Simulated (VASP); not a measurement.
Wanted: the native input for a VASP 6.6.1 run.

```yaml
Task: single point
Functional: PBE
Potentials_or_basis: VASP PAW PBE potentials, release 64 (Cu, I)
Cutoff: 520 eV
k_mesh: 5 × 5 × 6
Occupations: fermi-dirac, width 0.02 eV
Spin: no spin polarisation
Dipole_correction: no
Further_INCAR_settings: ALGO = Normal; EDIFF = 1e-06; NBANDS = 26
```

The structure of CuI lies in POSCAR:

```
CuI
1.0
    3.7455702312     -3.7234156512      0.0000000000
    3.7455702312      3.7234156512      0.0000000000
    0.0000000000      0.0000000000      4.3213067375
Cu I
2 2
Direct
    0.4204388300      0.5795611700      0.7500000000
    0.5795611700      0.4204388300      0.2500000000
    0.7700426800      0.2299573200      0.7500000000
    0.2299573200      0.7700426800      0.2500000000
```

This cell differs from its parent crystal: volume scaled by 1.01.

One way to write it, as run:

INCAR

```
  PREC = Accurate
  ENCUT = 520
  EDIFF = 1E-6
  ISMEAR = -1
  SIGMA = 0.02
  LREAL = F
  LASPH = T
  NELM = 100
  ALGO = Normal
  ISIF = 2
  LWAVE = F
  LCHARG = F
  GGA = PE
  NBANDS = 26
```

KPOINTS

```
Automatic mesh
0
Gamma
  5 5 6
```

Potentials or basis: VASP PAW PBE potentials, release 64 (Cu, I).

The run is started by

```sh
$ cat potpaw_PBE.64/Cu/POTCAR potpaw_PBE.64/I/POTCAR > POTCAR
$ mpirun -np 1 vasp_std > vasp.out
```

It gave:

```json
{
 "Pressure": "1.0 GPa",
 "Largest force": "0.099 eV/Å",
 "Band gap on the k mesh": "1.03 eV, direct"
}
```

Caveat: spin-orbit coupling is left out, which moves the levels of the heavy elements.

Wall time 51 s on 1 thread of Intel(R) Xeon(R) 6975P-C (Granite Rapids), with other jobs on the host, peak memory 0.27 GiB.
